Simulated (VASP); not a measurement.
# Ti (P6_3/mmc) in VASP: notebook, part 2 of 2

VASP 6.6.1.

## (3) Single point, PBEsol

This run uses another cell than the first one, of 16.72 Å³/atom.

File INCAR:

```
SYSTEM = Ti
PREC = Accurate
ENCUT = 520
EDIFF = 1E-6
ISMEAR = 0
SIGMA = 0.1
LREAL = .FALSE.
LASPH = .TRUE.
NELM = 80
ALGO = Fast
ISIF = 2
LWAVE = .FALSE.
LCHARG = .FALSE.
GGA = PS
NBANDS = 19
```

File KPOINTS:

```
Automatic mesh
0
G
  18 18 10
  0 0 0
```

File POSCAR:

```
Ti
1.0
    2.9004607725      0.0000000000      0.0000000000
   -1.4502303862      2.5118727117      0.0000000000
    0.0000000000      0.0000000000      4.5908302282
Ti
2
Direct
    0.3333333333      0.6666666667      0.2500000000
    0.6666666667      0.3333333333      0.7500000000
```

Potentials or basis: VASP PAW PBE potentials, release 64 (Ti_sv).

Command:

```bash
$ cat potpaw_PBE.64/Ti_sv/POTCAR > POTCAR
$ mpirun -np 1 vasp_std > vasp.out
```

OUTCAR:

```text
SYSTEM = Ti
   PREC = Accurate
   ENCUT = 520
   EDIFF = 1E-6
   ISMEAR = 0
   LREAL = .FALSE.
   LASPH = .TRUE.
   NELM = 80
   ISIF = 2
   GGA = PS

 ion  position               nearest neighbor table
   1  0.333  0.667  0.250-   2 2.84   2 2.84   2 2.84   2 2.84   2 2.84   2 2.84
   2  0.667  0.333  0.750-   1 2.84   1 2.84   1 2.84   1 2.84   1 2.84   1 2.84

  LATTYP: Found a hexagonal cell.
 ALAT       =     2.9004607725
 C/A-ratio  =     1.5827934209

  Lattice vectors:

[... 720 lines left out ...]

  FORCE on cell =-STRESS in cart. coord.  units (eV):
  Direction    XX          YY          ZZ          XY          YZ          ZX
  --------------------------------------------------------------------------------------
  -------------------------------------------------------------------------------------
  Total       -0.0547393     -0.0547393     -0.0583218     -0.0000000      0.0000000      0.0000000
  in kB       -2.6221298     -2.6221298     -2.7937389     -0.0000000      0.0000000      0.0000000
  external PRESSURE =      -2.6793328 kB  Pullay stress =       0.0000000 kB

 VOLUME and BASIS-vectors are now :
 -----------------------------------------------------------------------------
  energy-cutoff  :      520.00
  volume of cell :       33.45
      direct lattice vectors                 reciprocal lattice vectors
     2.900460772  0.000000000  0.000000000     0.344772806  0.199054672  0.000000000
    -1.450230386  2.511872712  0.000000000     0.000000000  0.398109345  0.000000000
     0.000000000  0.000000000  4.590830228     0.000000000  0.000000000  0.217825524

 POSITION                                       TOTAL-FORCE (eV/Angst)
 -----------------------------------------------------------------------------------
     -0.00000      1.67458      1.14771        -0.000000      0.000000      0.000000
      1.45023      0.83729      3.44312         0.000000      0.000000      0.000000
 -----------------------------------------------------------------------------------
    total drift:                               -0.000000      0.000000     -0.000000

  FREE ENERGIE OF THE ION-ELECTRON SYSTEM (eV)
  ---------------------------------------------------
  free  energy   TOTEN  =       -16.6840390384 eV

  energy  without entropy=      -16.6748535273  energy(sigma->0) =      -16.67944628
```

Run time: 2.2 min. Hardware: 1 thread of Intel Xeon 6975P-C (Granite Rapids), shared host; peak memory 0.23 GiB.

What came out:

- Free energy: -16.6840 eV
- Pressure: -0.3 GPa
- Band gap on the k mesh: zero (bands 12 and 13 overlap by 1.11 eV)

Levels at points of the mesh, in eV from the Fermi level:
| k point | band 10 | band 11 | band 12 | band 13 | band 14 | band 15 |
| --- | --- | --- | --- | --- | --- | --- |
| (0.00, 0.00, 0.00) | -2.80 | 0.78 | 0.78 | 0.89 | 0.92 | 1.31 |
| (0.50, 0.00, 0.00) | -2.28 | -1.96 | -0.59 | 0.46 | 0.65 | 1.23 |
| (0.00, 0.00, 0.50) | -4.39 | 0.08 | 0.08 | 0.68 | 0.68 | 0.68 |
| (0.50, 0.00, 0.50) | -2.66 | -0.87 | -0.87 | 1.43 | 1.43 | 1.79 |

Caveat: the PAW data sets were made with another functional, which shifts forces and pressure a little.

## (4) Relaxation of cell and atoms, PBEsol

File INCAR:

```
SYSTEM = Ti
PREC = Accurate
ENCUT = 600
EDIFF = 1E-6
ISMEAR = 0
SIGMA = 0.1
LREAL = .False.
LASPH = .True.
NELM = 100
ALGO = Fast
ISIF = 3
LWAVE = .False.
LCHARG = .False.
GGA = PS
IBRION = 2
NSW = 100
EDIFFG = -0.005
```

File KPOINTS:

```
regular mesh
0
Gamma
  18 18 10
  0 0 0
```

File POSCAR:

```
Ti
1.0
    2.9357319231      0.0000000000      0.0000000000
   -1.4678659615      2.5424184241      0.0000000000
    0.0000000000      0.0000000000      4.6408561500
Ti
2
Direct
    0.3333333300      0.6666666700      0.2500000000
    0.6666666700      0.3333333300      0.7500000000
```

Potentials or basis: VASP PAW PBE potentials, release 64 (Ti_sv).

Command:

```bash
$ cat potpaw_PBE.64/Ti_sv/POTCAR > POTCAR
$ mpirun -np 1 vasp_std > vasp.out
```

OUTCAR:

```text
SYSTEM = Ti
   PREC = Accurate
   ENCUT = 600
   EDIFF = 1E-6
   ISMEAR = 0
   LREAL = .False.
   LASPH = .True.
   NELM = 100
   ISIF = 3
   GGA = PS
   IBRION = 2
   NSW = 100
   EDIFFG = -0.005

 ion  position               nearest neighbor table
   1  0.333  0.667  0.250-   2 2.87   2 2.87   2 2.87   2 2.87   2 2.87   2 2.87
   2  0.667  0.333  0.750-   1 2.87   1 2.87   1 2.87   1 2.87   1 2.87   1 2.87

  LATTYP: Found a hexagonal cell.
 ALAT       =     2.9357319231
 C/A-ratio  =     1.5808174151

  Lattice vectors:

 A1 = (   2.9357319231,   0.0000000000,   0.0000000000)
 A2 = (  -1.4678659615,   2.5424184241,   0.0000000000)
 A3 = (   0.0000000000,   0.0000000000,   4.6408561500)

Analysis of symmetry for initial positions (statically):
=====================================================================
 Subroutine PRICEL returns:
[... 438 lines left out ...]
 E-fermi :   8.6539     XC(G=0): -11.8320

 val. band max:        8.6403215512   @ k =   0.0000   0.0000   0.4000
 cond. band min:       8.6612704118   @ k =   0.2778   0.2778   0.4000
 fundamental gap:      0.0209488606
 Fermi energy:         8.6538567926

 k-point     1 :       0.0000    0.0000    0.0000
  band No.  band energies     occupation
      1     -47.9159      2.00000
      2     -47.7512      2.00000
      3     -24.6589      2.00000
      4     -23.9195      2.00000
      5     -23.9195      2.00000
      6     -23.8390      2.00000
[... 433 lines left out ...]
      3     -24.4344      2.00000
      4     -24.3051      2.00000
      5     -24.2972      2.00000
      6     -24.1116      2.00000
[... 8 lines left out ...]
     15       9.8707      0.00000
     16      11.9306      0.00000

 [... further k-points ...]

------------------------ aborting loop because EDIFF is reached ----------------------------------------

  FORCE on cell =-STRESS in cart. coord.  units (eV):
  Direction    XX          YY          ZZ          XY          YZ          ZX
  --------------------------------------------------------------------------------------
  -------------------------------------------------------------------------------------
  Total        0.0063264      0.0063264     -0.0058357      0.0000000      0.0000000      0.0000000
  in kB        0.3039639      0.3039639     -0.2803877      0.0000000      0.0000000      0.0000000
  external PRESSURE =       0.1091801 kB  Pullay stress =       0.0000000 kB
[... 17 lines left out ...]
  FREE ENERGIE OF THE ION-ELECTRON SYSTEM (eV)
  ---------------------------------------------------
  free  energy   TOTEN  =       -16.6842329834 eV

  energy  without entropy=      -16.6750689178  energy(sigma->0) =      -16.67965095

 reached required accuracy - stopping structural energy minimisation
```

Wall time 8.4 min (1 thread of Intel Xeon 6975P-C (Granite Rapids), shared host); peak memory 0.28 GiB.

What came out:

```
Free energy                           : -16.6842 eV
Relaxed volume                        : 16.67 Å³/atom
Relaxed cell                          : a = 2.897 Å, b = 2.897 Å, c = 4.588 Å, α = 90.00°, β = 90.00°, γ = 120.00°
Space group after relaxing (to 0.1 Å) : P6_3/mmc (No. 194)
Energy gained by relaxing             : 8.5 meV/atom
Ionic steps                           : 8
Pressure after relaxing               : 0.0 GPa
Band gap on the k mesh                : zero (bands 12 and 13 overlap by 1.12 eV)
```

The path:
```
step  energy change (eV)  largest force (eV/Å)  pressure (GPa)  volume (Å³)
   1              0.0000                0.0000           -4.23        34.64
   2             -0.0061                0.0000            3.67        32.39
   3             -0.0170                0.0000            0.09        33.38
   4             -0.0170                0.0000           -0.07        33.40
   5             -0.0170                0.0000           -0.13        33.40
   6             -0.0170                0.0000           -0.14        33.40
   7             -0.0170                0.0000           -0.12        33.39
   8             -0.0170                0.0000            0.01        33.35
```

Final structure:
```
CELL_PARAMETERS angstrom
2.89709 0.00000 0.00000
-1.44854 2.50895 0.00000
0.00000 0.00000 4.58764
ATOMIC_POSITIONS crystal
Ti 0.33333 0.66667 0.25000
Ti 0.66667 0.33333 0.75000
```

Caveat: the PAW data sets were made with another functional, which shifts forces and pressure a little.

## (5) Summary

```tsv
task	cell	k mesh	cutoff (eV)	gap on the mesh (eV)	pressure (GPa)
single point	a = 2.936, b = 2.936, c = 4.641 Å, angles 90.0, 90.0, 120.0°, 2 atoms	9 × 9 × 4	500	none	-4.3
single point	a = 2.900, b = 2.900, c = 4.591 Å, angles 90.0, 90.0, 120.0°, 2 atoms	18 × 18 × 10	520	none	-0.3
relaxation of cell and atoms	relaxed from a = 2.936, b = 2.936, c = 4.641 Å, angles 90.0, 90.0, 120.0°, 2 atoms	18 × 18 × 10	600	none	0.0
```

Alike in all rows: level PBEsol; potentials or basis VASP PAW PBE potentials, release 64 (Ti_sv); no spin polarisation; smearing gaussian 0.1 eV.

Caveats: the PAW data sets were made with another functional, which shifts forces and pressure a little; the cell stands under tension (at least some runs).

Total energies depend on the potentials used, so only differences within one code and one set of settings carry meaning.
